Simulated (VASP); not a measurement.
Runs of VASP 6.6.1 on MoS2. The structure is that of space group P6_3/mmc (No. 194), or close to it. The cells are those of the table. 

```tsv
cell	smearing	gap on the mesh (eV)	pressure (GPa)	largest force (eV/Å)
a = 3.079, b = 3.079, c = 12.193 Å, angles 90.0, 90.0, 120.0°, 6 atoms	methfessel-paxton 0.129 eV	0.90	12.8	1.47
a = 3.110, b = 3.110, c = 11.942 Å, angles 90.0, 90.0, 120.0°, 6 atoms	methfessel-paxton 0.0888 eV	0.63	13.3	1.91
a = 2.985, b = 2.985, c = 13.073 Å, angles 90.0, 90.0, 120.0°, 6 atoms	methfessel-paxton 0.168 eV	1.17	(a)	0.06
a = 3.016, b = 3.016, c = 12.822 Å, angles 90.0, 90.0, 120.0°, 6 atoms	methfessel-paxton 0.178 eV	1.24	10.2	0.31
a = 2.985, b = 2.985, c = 12.947 Å, angles 90.0, 90.0, 120.0°, 6 atoms	methfessel-paxton 0.175 eV	(b)	12.3	0.25
a = 3.016, b = 3.016, c = 12.696 Å, angles 90.0, 90.0, 120.0°, 6 atoms	methfessel-paxton 0.171 eV	1.19	12.3	0.64
a = 3.047, b = 3.047, c = 12.445 Å, angles 90.0, 90.0, 120.0°, 6 atoms	methfessel-paxton 0.15 eV	1.04	12.5	1.04
```

Alike in all rows: task single point; level PBEsol; potentials or basis VASP PAW PBE potentials, release 64 (Mo_sv, S); no spin polarisation; k mesh 12 × 12 × 2; cutoff (eV) 520.

**Question.** Fill in the values left out.

**Answer.** (a) 10.3; (b) 1.22.

Caveats: the PAW data sets were made with another functional, which shifts forces and pressure a little; this functional lacks dispersion, which binds layers or chains, so the pressure and a relaxed spacing across them are unreliable; the cell stands under pressure (at least some runs); the stress differs along the axes, from 10 to 19 GPa (at least some runs); the stress differs along the axes, from -1 to 16 GPa (at least some runs); the stress differs along the axes, from 3 to 14 GPa (at least some runs); the stress differs along the axes, from 2 to 17 GPa (at least some runs).

A k mesh can miss the band edges, and the runs leave out spin-orbit coupling on Mo.
